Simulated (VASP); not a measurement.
Crystal: MnS.

```
Mn S
1.0
     3.95358    0.00000    0.00000
    -1.97679    3.42390    0.00000
     0.00000    0.00000    6.34253
Mn S
2 2
Cartesian
  1.9768 1.1413 3.1639
  0.0000 2.2826 6.3352
  0.0000 2.2826 3.9714
  1.9768 1.1413 0.8001
```

Base run:

```yaml
Program: VASP 6.6.1
Functional: PBE
Potentials_or_basis: VASP PAW PBE potentials, release 64 (Mn_pv, S)
Cutoff: 520 eV
k_mesh: 7 × 7 × 4
Occupations: fermi-dirac, width 0.05 eV
Spin: collinear spin, ferromagnetic start
Starting_moments: "[5.0, 5.0, 0.0, 0.0] μB"
Fixed_moment: 10 μB
```

Its results: pressure 3.5 GPa; site moments Mn +4.36; S +0.11 μB; largest force 0.288 eV/Å.

Question: The run is repeated on the same cell with these changes: fixed moment from 10 μB to 16 μB; moments at the start from [5.0, 5.0, 0.0, 0.0] to [8.0, 8.0, 0.0, 0.0]. What comes out?

Answer: Pressure 33.6 GPa; site moments Mn +4.92; S +1.06 μB; largest force 0.145 eV/Å.

Caveats: the cell stands under pressure; the total moment is fixed, so each spin has its own Fermi level; only a ferromagnetic start was run, and an antiferromagnetic order may lie lower in energy.
